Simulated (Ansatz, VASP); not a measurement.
Two plane-wave programs on InH

File INCAR:

```
SYSTEM = InH
  PREC = Accurate
  ENCUT = 520
  EDIFF = 1E-7
  ISMEAR = 0
  SIGMA = 0.1
  LREAL = .False.
  LASPH = .True.
  NELM = 100
  ALGO = Normal
  ISIF = 2
  LWAVE = .False.
  LCHARG = .True.
  GGA = PE
  LELF = .True.
  LVHAR = .True.
  NBANDS = 22
```

File KPOINTS:

```
Automatic mesh
0
Gamma
  6 6 4
  0 0 0
```

POSCAR

```
InH
1.0
    2.8047264200      0.0000000000      0.0000000000
    0.0000000000      3.6376991000      0.0000000000
    0.0000000000      0.0000000000      6.1837327300
In H
2 2
Direct
    0.0000000000      0.0000000000      0.7213000200
    0.5000000000      0.5000000000      0.2786999800
    0.0000000000      0.5000000000      0.9527000000
    0.5000000000      0.0000000000      0.0473000000
```

Input for Ansatz:

```yaml
crystal:
  lattice:
    - [2.80472642, 0.0, 0.0]
    - [0.0, 3.6376991, 0.0]
    - [0.0, 0.0, 6.18373273]
  atoms:
    - { symbol: In, position: [0.0, 0.0, 0.72130002] }
    - { symbol: In, position: [0.5, 0.5, 0.27869998] }
    - { symbol: H, position: [0.0, 0.5, 0.9527] }
    - { symbol: H, position: [0.5, 0.0, 0.0473] }
basis:
  ecutwfc: 420
kpoints:
  mp_grid: { grid: [6, 6, 4] }
hamiltonian:
  xc: pbe
scf:
  occupations: { method: gaussian, width: 0.1 }
  lower_state_search: "off"
output:
  forces: true
  stress: true
  eigenvalues: true
```

Change from the starting cell: species swapped into the CuTe type (Pmmn, No. 59).

Alike in both runs: task single point; functional PBE; k mesh 6 × 6 × 4; occupations gaussian, width 0.1 eV; no spin polarisation.

```csv
,VASP,Ansatz
version,VASP 6.6.1,Ansatz 0.2.0
potentials or method,"VASP PAW PBE potentials, release 64 (In_d, H), cutoff 520 eV","scalar-relativistic, plane waves, PAW"
valence electrons in the cell,28,28
```

|  | VASP | Ansatz | Ansatz less VASP |
| --- | --- | --- | --- |
| gap on the k mesh at the Fermi level (eV) | none | none | - |
| pressure (GPa) | 0.6 | 0.7 | +0.06 |
| traceless stress, the component that is largest in VASP (GPa) | 10.42 | 10.43 | +0.005 |
| rms of the force components (eV/Å) | 0.409 | 0.409 | +0.0004 |

Atom by atom the forces differ by 0.000 eV/Å (rms over components). A gap of «none» marks a metal or a gap that the smearing closes.

The k mesh is coarse, so the values compare programs but aren't converged.
